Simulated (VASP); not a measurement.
# Sn3Te (Pm-3m) in VASP: notebook

Aim: see how the results for Sn3Te move with the level of theory and the settings. Levels: LDA, HSE06. Tasks: single point.

Program: VASP 6.6.1. These are calculated values, not measurements. Logs are shortened: lines on timing, memory, paths and dates and some standing lists are left out, and cuts for length are marked.

### Step 1. The cell of the first run

Symmetry: Pm-3m, No. 221, cubic system. The conventional cell has a = 4.866 Å, b = 4.866 Å, c = 4.866 Å, α = 90.00°, β = 90.00°, γ = 90.00°. Within 4.5 Å of Te (site symmetry m-3m) lie 12 Sn at 3.44 Å. Sn (site symmetry 4/mmm) has 4 Te at 3.44 Å and 8 Sn at 3.44 Å within 4.5 Å.

### Step 2. Single point, LDA, non-collinear spin, zero start, spin-orbit coupling

INCAR

```
SYSTEM = Sn3Te
PREC = Accurate ; ENCUT = 520
EDIFF = 1E-6 ; ISMEAR = 0
SIGMA = 0.05 ; LREAL = .False.
LASPH = .True. ; NELM = 150
ALGO = Fast ; ISIF = 2
LWAVE = .False. ; LCHARG = .True.
LNONCOLLINEAR = .True. ; MAGMOM = 0 0 0 0 0 0 0 0 0 0 0 0
LORBIT = 11 ; LSORBIT = .True.
GGA_COMPAT = .False. ; LORBMOM = .True.
GGA = CA ; LVHAR = .True.
NBANDS = 62
```

KPOINTS

```
Automatic mesh
0
Gamma
  5 5 5
  0 0 0
```

POSCAR

```
Sn3Te
1.0
    4.8656220000      0.0000000000      0.0000000000
    0.0000000000      4.8656220000      0.0000000000
    0.0000000000      0.0000000000      4.8656220000
Te Sn
1 3
Direct
    0.0000000000      0.0000000000      0.0000000000
    0.0000000000      0.5000000000      0.5000000000
    0.5000000000      0.0000000000      0.5000000000
    0.5000000000      0.5000000000      0.0000000000
```

Potentials or basis: VASP PAW LDA potentials, release 64 (Te, Sn_d).

The run is started by

```bash
cat potpaw_LDA.64/Te/POTCAR potpaw_LDA.64/Sn_d/POTCAR > POTCAR
mpirun -np 1 vasp_ncl > vasp.out
```

OUTCAR:

```text
SYSTEM = Sn3Te
   PREC = Accurate
   ENCUT = 520
   EDIFF = 1E-6
   ISMEAR = 0
   LREAL = .False.
   LASPH = .True.
   NELM = 150
   ISIF = 2
   LNONCOLLINEAR = .True.
   LORBIT = 11
   LSORBIT = .True.
   GGA = CA

 ion  position               nearest neighbor table
   1  0.000  0.000  0.000-   2 3.44   3 3.44   4 3.44   2 3.44   3 3.44   2 3.44   4 3.44   2 3.44
                             3 3.44   4 3.44   3 3.44   4 3.44
   2  0.000  0.500  0.500-   1 3.44   3 3.44   4 3.44   1 3.44   4 3.44   1 3.44   3 3.44   1 3.44
                             3 3.44   4 3.44   4 3.44   3 3.44
   3  0.500  0.000  0.500-   1 3.44   2 3.44   4 3.44   1 3.44   4 3.44   2 3.44   4 3.44   4 3.44
                             1 3.44   2 3.44   1 3.44   2 3.44
   4  0.500  0.500  0.000-   1 3.44   2 3.44   3 3.44   2 3.44   3 3.44   1 3.44   3 3.44   3 3.44
                             1 3.44   2 3.44   2 3.44   1 3.44

  LATTYP: Found a simple cubic cell.
 ALAT       =     4.8656220000

  Lattice vectors:

 A1 = (   4.8656220000,   0.0000000000,   0.0000000000)
 A2 = (   0.0000000000,   4.8656220000,   0.0000000000)
 A3 = (   0.0000000000,   0.0000000000,   4.8656220000)

Analysis of symmetry for initial positions (statically):
=====================================================================
 Subroutine PRICEL returns:
 Original cell was already a primitive cell.

 Routine SETGRP: Setting up the symmetry group for a
 simple cubic supercell.

 Subroutine GETGRP returns: Found 48 space group operations
 (whereof 48 operations were pure point group operations)
 out of a pool of 48 trial point group operations.

The static configuration has the point symmetry O_h .

Analysis of symmetry for dynamics (positions and initial velocities):
=====================================================================
 Subroutine PRICEL returns:
 Original cell was already a primitive cell.

 Routine SETGRP: Setting up the symmetry group for a
 simple cubic supercell.

 Subroutine GETGRP returns: Found 48 space group operations
 (whereof 48 operations were pure point group operations)
 out of a pool of 48 trial point group operations.

The dynamic configuration has the point symmetry O_h .

Analysis of structural, dynamic, and magnetic symmetry:
=====================================================================
 Subroutine PRICEL returns:
 Original cell was already a primitive cell.

 Routine SETGRP: Setting up the symmetry group for a
 simple cubic supercell.

 Subroutine GETGRP returns: Found 48 space group operations
 (whereof 48 operations were pure point group operations)
 out of a pool of 48 trial point group operations.

The overall configuration has the point symmetry O_h .

 Subroutine INISYM returns: Found 48 space group operations
 (whereof 48 operations are pure point group operations),
 and found     1 'primitive' translations

----------------------------------------------------------------------------------------

                                     Primitive cell

  volume of cell :     115.1901

  direct lattice vectors                    reciprocal lattice vectors
     4.865622000  0.000000000  0.000000000     0.205523569  0.000000000  0.000000000
     0.000000000  4.865622000  0.000000000     0.000000000  0.205523569  0.000000000
     0.000000000  0.000000000  4.865622000     0.000000000  0.000000000  0.205523569

  length of vectors
     4.865622000  4.865622000  4.865622000     0.205523569  0.205523569  0.205523569

  position of ions in fractional coordinates (direct lattice)
     0.000000000  0.000000000  0.000000000
     0.000000000  0.500000000  0.500000000
     0.500000000  0.000000000  0.500000000
     0.500000000  0.500000000  0.000000000

  ion indices of the primitive-cell ions
   primitive index   ion index
                 1           1
                 2           2
                 3           3
                 4           4

----------------------------------------------------------------------------------------

 KPOINTS: Automatic mesh

Automatic generation of k-mesh.
 Grid dimensions read from file:
 generate k-points for:    5    5    5

 Generating k-lattice:

  Cartesian coordinates                     Fractional coordinates (reciprocal lattice)
     0.041104714  0.000000000  0.000000000     0.200000000  0.000000000  0.000000000
     0.000000000  0.041104714  0.000000000     0.000000000  0.200000000  0.000000000
     0.000000000  0.000000000  0.041104714     0.000000000  0.000000000  0.200000000

  Length of vectors
     0.041104714  0.041104714  0.041104714

  Shift w.r.t. Gamma in fractional coordinates (k-lattice)
     0.000000000  0.000000000  0.000000000

 Subroutine IBZKPT returns following result:
 ===========================================

 Found     10 irreducible k-points:

 Following reciprocal coordinates:
            Coordinates               Weight
  0.000000  0.000000  0.000000      1.000000
  0.200000  0.000000  0.000000      6.000000
  0.400000  0.000000  0.000000      6.000000
  0.200000  0.200000  0.000000     12.000000
[... 49 lines left out ...]
   GGA     = CA    functional components
   LHFCALC =     F    Hartree Fock is set to
   AEXX    =    0.0000 exact exchange contribution
   IVDW    =     0    specifies the selected vdW correction
   LEPSILON=     F    determine dielectric tensor
   LRPA    =     F    only Hartree local field effects (RPA)
 RMM-DIIS sequential band-by-band and
 Gauss-broadening in eV      SIGMA  =   0.05
  energy-cutoff  :      520.00
  volume of cell :      115.19
 maximum number of plane-waves:      6232
   NGX = 19   NGY = 19   NGZ = 19

 number of electron      48.0000021 magnetization      -0.0000000     -0.0000000     -0.0000000

 number of electron      48.0000021 magnetization      -0.0000000      0.0000000      0.0000000

 number of electron      48.0000021 magnetization       0.0000000      0.0000000      0.0000000

 number of electron      48.0000021 magnetization       0.0000000     -0.0000000     -0.0000000

 Free energy of the ion-electron system (eV)
  ---------------------------------------------------
  ext. energy  EPLUGINS =         0.00000000
  ---------------------------------------------------
  free energy    TOTEN  =       -17.06392714 eV

  energy without entropy =      -17.05769871  energy(sigma->0) =      -17.06081293

 E-fermi :   7.3606     XC(G=0): -10.2834

 val. band max:        7.3198002256   @ k =   0.4000   0.2000   0.2000
 cond. band min:       7.3830963522   @ k =   0.2000   0.0000   0.0000
 fundamental gap:      0.0632961266
 Fermi energy:         7.3605910394

 k-point     1 :       0.0000    0.0000    0.0000
  band No.  band energies     occupation
      1     -14.7355      1.00000
      2     -14.7355      1.00000
      3     -14.7334      1.00000
      4     -14.7334      1.00000
      5     -14.7334      1.00000
      6     -14.7334      1.00000
[... 619 lines left out ...]
     59      12.3278      0.00000
     60      12.3279      0.00000
 [bands above 60 left out]

------------------------ aborting loop because EDIFF is reached ----------------------------------------

  FORCE on cell =-STRESS in cart. coord.  units (eV):
  Direction    XX          YY          ZZ          XY          YZ          ZX
  --------------------------------------------------------------------------------------
  -------------------------------------------------------------------------------------
  Total       -2.0397576     -2.0397576     -2.0397576     -0.0000000      0.0000000     -0.0000000
  in kB      -28.3709605    -28.3709605    -28.3709605     -0.0000000      0.0000000     -0.0000000
  external PRESSURE =     -28.3709605 kB  Pullay stress =       0.0000000 kB

 VOLUME and BASIS-vectors are now :
 -----------------------------------------------------------------------------
  energy-cutoff  :      520.00
  volume of cell :      115.19
      direct lattice vectors                 reciprocal lattice vectors
     4.865622000  0.000000000  0.000000000     0.205523569  0.000000000  0.000000000
     0.000000000  4.865622000  0.000000000     0.000000000  0.205523569  0.000000000
     0.000000000  0.000000000  4.865622000     0.000000000  0.000000000  0.205523569

 POSITION                                       TOTAL-FORCE (eV/Angst)
 -----------------------------------------------------------------------------------
      0.00000      0.00000      0.00000         0.000000      0.000000      0.000000
      0.00000      2.43281      2.43281         0.000000      0.000000      0.000000
      2.43281      0.00000      2.43281         0.000000      0.000000      0.000000
      2.43281      2.43281      0.00000         0.000000      0.000000      0.000000
 -----------------------------------------------------------------------------------
    total drift:                                0.000000      0.000000      0.000000

  FREE ENERGIE OF THE ION-ELECTRON SYSTEM (eV)
  ---------------------------------------------------
  free  energy   TOTEN  =       -17.0639271367 eV

  energy  without entropy=      -17.0576987134  energy(sigma->0) =      -17.06081293

 orbital moment (x)

 # of ion     p       d       tot
 ----------------------------------------
  1         0.000   0.000   0.000
  2         0.000   0.000   0.000
  3        -0.000   0.000   0.000
  4         0.000   0.000   0.000
 ----------------------------------------
           -0.000   0.000   0.000

 orbital moment (y)

 # of ion     p       d       tot
 ----------------------------------------
  1         0.000  -0.000  -0.000
  2         0.000  -0.000  -0.000
  3         0.000   0.000   0.000
  4         0.000  -0.000  -0.000
 ----------------------------------------
            0.000  -0.000  -0.000

 orbital moment (z)

 # of ion     p       d       tot
 ----------------------------------------
  1         0.000   0.000   0.000
  2         0.000  -0.000  -0.000
  3         0.000  -0.000  -0.000
  4         0.000  -0.000  -0.000
 ----------------------------------------
            0.000  -0.000  -0.000

 Spin-Orbit-Coupling matrix elements

 Ion:    1  E_soc:     -0.2563789
 l=   1
     0.0000000    -0.0426262    -0.0426262
    -0.0426262     0.0000000    -0.0426262
    -0.0426262    -0.0426262     0.0000000
 l=   2
     0.0000000    -0.0000289     0.0000000    -0.0000289    -0.0000747
    -0.0000289     0.0000000    -0.0000560    -0.0000289    -0.0000187
     0.0000000    -0.0000560     0.0000000    -0.0000560     0.0000000
    -0.0000289    -0.0000289    -0.0000560     0.0000000    -0.0000187
    -0.0000747    -0.0000187     0.0000000    -0.0000187     0.0000000
 l=   3
     0.0000000     0.0000000     0.0000000     0.0000000     0.0000000     0.0000000     0.0000000
     0.0000000     0.0000000     0.0000000     0.0000000     0.0000000     0.0000000     0.0000000
     0.0000000     0.0000000     0.0000000     0.0000000     0.0000000     0.0000000     0.0000000
     0.0000000     0.0000000     0.0000000     0.0000000     0.0000000     0.0000000     0.0000000
[... 49 lines left out ...]
 l=   2
     0.0000000    -0.0012962     0.0000000    -0.0012962    -0.0051397
    -0.0012962     0.0000000    -0.0038114    -0.0012614    -0.0012567
     0.0000000    -0.0038114     0.0000000    -0.0038114     0.0000000
    -0.0012962    -0.0012614    -0.0038114     0.0000000    -0.0012567
    -0.0051397    -0.0012567     0.0000000    -0.0012567     0.0000000
 l=   3
     0.0000000     0.0000000     0.0000000     0.0000000     0.0000000     0.0000000     0.0000000
     0.0000000     0.0000000     0.0000000     0.0000000     0.0000000     0.0000000     0.0000000
     0.0000000     0.0000000     0.0000000     0.0000000     0.0000000     0.0000000     0.0000000
     0.0000000     0.0000000     0.0000000     0.0000000     0.0000000     0.0000000     0.0000000
     0.0000000     0.0000000     0.0000000     0.0000000     0.0000000     0.0000000     0.0000000
     0.0000000     0.0000000     0.0000000     0.0000000     0.0000000     0.0000000     0.0000000
     0.0000000     0.0000000     0.0000000     0.0000000     0.0000000     0.0000000     0.0000000

 total charge

# of ion       s       p       d       tot
------------------------------------------
    1        1.443   1.855   0.037   3.335
    2        1.342   0.808   9.965  12.115
    3        1.342   0.808   9.965  12.115
    4        1.342   0.808   9.965  12.115
--------------------------------------------------
tot          5.470   4.279  29.931  39.679

 magnetization (x)

# of ion       s       p       d       tot
------------------------------------------
    1       -0.000   0.000  -0.000  -0.000
    2        0.000   0.000  -0.000   0.000
    3       -0.000   0.000  -0.000  -0.000
    4       -0.000  -0.000  -0.000  -0.000
--------------------------------------------------
tot         -0.000   0.000  -0.000  -0.000

 magnetization (y)

# of ion       s       p       d       tot
------------------------------------------
    1       -0.000   0.000  -0.000  -0.000
    2       -0.000  -0.000   0.000  -0.000
    3        0.000   0.000   0.000   0.000
    4        0.000   0.000   0.000   0.000
--------------------------------------------------
tot          0.000  -0.000   0.000   0.000

 magnetization (z)

# of ion       s       p       d       tot
------------------------------------------
    1       -0.000  -0.000   0.000  -0.000
    2       -0.000   0.000   0.000  -0.000
    3       -0.000  -0.000   0.000  -0.000
    4       -0.000   0.000   0.000  -0.000
--------------------------------------------------
tot         -0.000   0.000   0.000  -0.000
```

Wall time 78 s (1 thread of Oxide Virtual Turin-like, shared host); peak memory 0.32 GiB.

What came out:

| Property | Result |
| --- | --- |
| Free energy | -17.0639 eV |
| Pressure | -2.8 GPa |
| Net moment | 0.00 μB per cell |
| Valence electrons inside the program's atomic spheres | Te 3.33; Sn 12.12 |

Moments on the atoms (μB; x, y, z):
```
Te  0.00 0.00 0.00
Sn  0.00 0.00 0.00
Sn  0.00 0.00 0.00
Sn  0.00 0.00 0.00
```

### Step 3. Single point, LDA, non-collinear spin, zero start, spin-orbit coupling

INCAR

```
PREC = Accurate
ENCUT = 520
EDIFF = 1E-6
ISMEAR = 0
SIGMA = 0.05
LREAL = False
LASPH = True
NELM = 150
ALGO = Normal
ISIF = 2
LWAVE = False
LCHARG = False
LNONCOLLINEAR = True
MAGMOM = 0 0 0 0 0 0 0 0 0 0 0 0
LORBIT = 11
LSORBIT = True
GGA_COMPAT = False
LORBMOM = True
NBANDS = 62
```

KPOINTS

```
Automatic mesh
0
Gamma
  5 5 5
```

POSCAR is that of step 2.

Potentials or basis: VASP PAW LDA potentials, release 64 (Te, Sn_d).

The run is started by

```bash
cat potpaw_LDA.64/Te/POTCAR potpaw_LDA.64/Sn_d/POTCAR > POTCAR
mpirun -np 1 vasp_ncl > vasp.out
```

Wall time 71 s (1 thread of Oxide Virtual Turin-like, shared host); peak memory 0.32 GiB.

The run converged. Its results:

```
Free energy                                           : -17.0639 eV
Pressure                                              : -2.9 GPa
Net moment                                            : 0.00 μB per cell
Valence electrons inside the program's atomic spheres : Te 3.33; Sn 12.12
```

Moments on the atoms (μB; x, y, z):
```
Te  0.00 0.00 0.00
Sn  0.00 0.00 0.00
Sn  0.00 0.00 0.00
Sn  0.00 0.00 0.00
```

### Step 4. Single point, HSE06

POSCAR is that of step 3.

INCAR.step1

```
PREC     = Accurate       # precision mode
ENCUT    = 520            # plane-wave cutoff, eV
EDIFF    = 1E-5           # SCF threshold, eV
ISMEAR   = 0              # smearing method
SIGMA    = 0.1            # smearing width, eV
LREAL    = False          # projectors in reciprocal space
LASPH    = True           # aspherical terms in the spheres
NELM     = 100            # most SCF steps
ALGO     = Normal         # electronic algorithm
ISIF     = 2              # what is computed and relaxed
LWAVE    = True           # write WAVECAR
LCHARG   = False          # write CHGCAR
NBANDS   = 32             # bands
GGA      = PE             # functional
```

INCAR.step2

```
PREC     = Accurate       # precision mode
ENCUT    = 520            # plane-wave cutoff, eV
EDIFF    = 1E-7           # SCF threshold, eV
ISMEAR   = 0              # smearing method
SIGMA    = 0.1            # smearing width, eV
LREAL    = False          # projectors in reciprocal space
LASPH    = True           # aspherical terms in the spheres
NELM     = 100            # most SCF steps
ALGO     = Normal         # electronic algorithm
ISIF     = 2              # what is computed and relaxed
LWAVE    = False          # write WAVECAR
LCHARG   = False          # write CHGCAR
GGA      = PE             # functional
LHFCALC  = True           # exact exchange
HFSCREEN = 0.2079         # screening, 1/A
PRECFOCK = Normal       
NBANDS   = 32             # bands
ISTART   = 1
```

KPOINTS

```
regular mesh
0
Gamma
  3 3 3
```

Potentials or basis: VASP PAW PBE potentials, release 64 (Te, Sn_d).

The run is started by

```bash
cat potpaw_PBE.64/Te/POTCAR potpaw_PBE.64/Sn_d/POTCAR > POTCAR
cp INCAR.step1 INCAR
mpirun -np 1 vasp_std > vasp.out
cp INCAR.step2 INCAR
mpirun -np 1 vasp_std > vasp.out
```

It took 23 min on 1 thread of Oxide Virtual Turin-like, shared host; peak memory 0.31 GiB.

Results (log left out):

| Item | Value |
| --- | --- |
| Free energy | -16.7756 eV |
| Pressure | -2.2 GPa |
| Band gap on the k mesh | zero (band 24 reaches 8.22 eV, above the bottom of band 25 at 7.67 eV) |

Levels at points of the mesh, in eV from the Fermi level:
```tsv
k point	band 21	band 22	band 23	band 24	band 25	band 26
(0.00, 0.00, 0.00)	-5.04	-5.04	0.19	0.19	0.19	2.09
```

Caveat: the k points lie up to 0.43 Å⁻¹ apart; the PAW data sets were made with another functional, which shifts forces and pressure a little; spin-orbit coupling is left out, which moves the levels of the heavy elements.
